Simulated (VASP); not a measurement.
# CoMo: single point with LDA

CoMo:

```
Co Mo
1.0
     2.60192    0.00000    0.00000
    -1.30096    2.25333    0.00000
     0.00000    0.00000    4.03924
Co Mo
1 1
Direct
  0.66667 0.33333 0.50000
  0.33333 0.66667 0.00000
```

```json
{
 "Program": "VASP 6.6.1",
 "Task": "single point",
 "Functional": "LDA",
 "Potentials or basis": "VASP PAW LDA potentials, release 64 (Co, Mo_sv)",
 "Cutoff": "520 eV",
 "k mesh": "14 × 14 × 8",
 "Occupations": "fermi-dirac, width 0.05 eV",
 "Spin": "collinear spin, ferromagnetic start",
 "Starting moments": "[2.0, 0.0] μB",
 "Dipole correction": "no",
 "Further INCAR settings": "ALGO = Normal; EDIFF = 1e-06; NBANDS = 22"
}
```

The pressure is 16.9 GPa and the net moment is 0.00 μB per cell. The valence electrons inside the program's atomic spheres are Co 8.50; Mo 12.90.

Stress tensor (GPa, compression positive):
```
16.90  0.00  0.00
 0.00 16.90  0.00
 0.00  0.00 16.79
```

Levels at points of the mesh, in eV from the Fermi level:
Spin up:
```
           k point  band 10  band 11  band 12  band 13  band 14  band 15
(0.00, 0.00, 0.00)    -1.12    -1.12    -0.62    -0.62     1.79     3.28
(0.50, 0.00, 0.00)    -1.30    -0.88     0.13     3.09     3.36     5.69
(0.00, 0.00, 0.50)    -1.80    -1.80    -1.76     0.46     0.46     3.24
(0.50, 0.00, 0.50)    -0.25     0.08     1.29     2.31     2.39     4.86
```
Spin down:
```csv
k point,band 9,band 10,band 11,band 12,band 13,band 14,band 15,band 16
"(0.00, 0.00, 0.00)",-1.46,-1.13,-1.13,-0.62,-0.62,1.79,3.28,3.28
"(0.50, 0.00, 0.00)",-1.59,-1.30,-0.88,0.13,3.08,3.36,5.69,8.31
"(0.00, 0.00, 0.50)",-1.85,-1.80,-1.80,-1.76,0.46,0.46,3.24,3.24
"(0.50, 0.00, 0.50)",-1.18,-0.25,0.08,1.29,2.31,2.39,4.86,5.71
```

Wall time 3.6 min on 1 thread of Intel Xeon 8259CL, on a shared host, peak memory 0.21 GiB.

Caveat: the cell stands under pressure; the moments typed at the start vanished in this run.
